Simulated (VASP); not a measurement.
Runs of VASP 6.6.1 on TePb. The structure is that of space group Fm-3m (No. 225), or close to it. The cells are those of the table. 

```csv
task,level,potentials or basis,cell,k mesh,cutoff (eV),smearing,gap on the mesh (eV),pressure (GPa)
relaxation of cell and atoms,PBE,"VASP PAW PBE potentials, release 64 (Te, Pb_d)","relaxed from a = 4.569 Å, angles 60.0°, 2 atoms",6 × 6 × 6,600,fermi-dirac 0.02 eV,0.83,0.0
single point,PBE,"VASP PAW PBE potentials, release 64 (Te, Pb_d)","a = 4.647 Å, angles 60.0°, 2 atoms",6 × 6 × 6,520,fermi-dirac 0.02 eV,0.83,-0.1
single point,LDA,"VASP PAW LDA potentials, release 64 (Te, Pb_d)","a = 4.513 Å, angles 60.0°, 2 atoms",6 × 6 × 6,520,fermi-dirac 0.02 eV,0.56,(b)
single point,PBE,"VASP PAW PBE potentials, release 64 (Te, Pb_d)","a = 4.621 Å, angles 60.0°, 2 atoms",8 × 8 × 8,520,fermi-dirac 0.02 eV,0.80,0.6
single point,LDA,"VASP PAW LDA potentials, release 64 (Te, Pb_d)","a = 4.621 Å, angles 60.0°, 2 atoms",8 × 8 × 8,520,gaussian 0.01 eV,(a),-2.9
```

Alike in all rows: no spin polarisation.

Fill in the values left out.

(a) 0.70; (b) 0.1.

Caveats: spin-orbit coupling is left out, which moves the levels of the heavy elements.

A k mesh can miss the band edges, and the runs leave out spin-orbit coupling on Pb, Te.
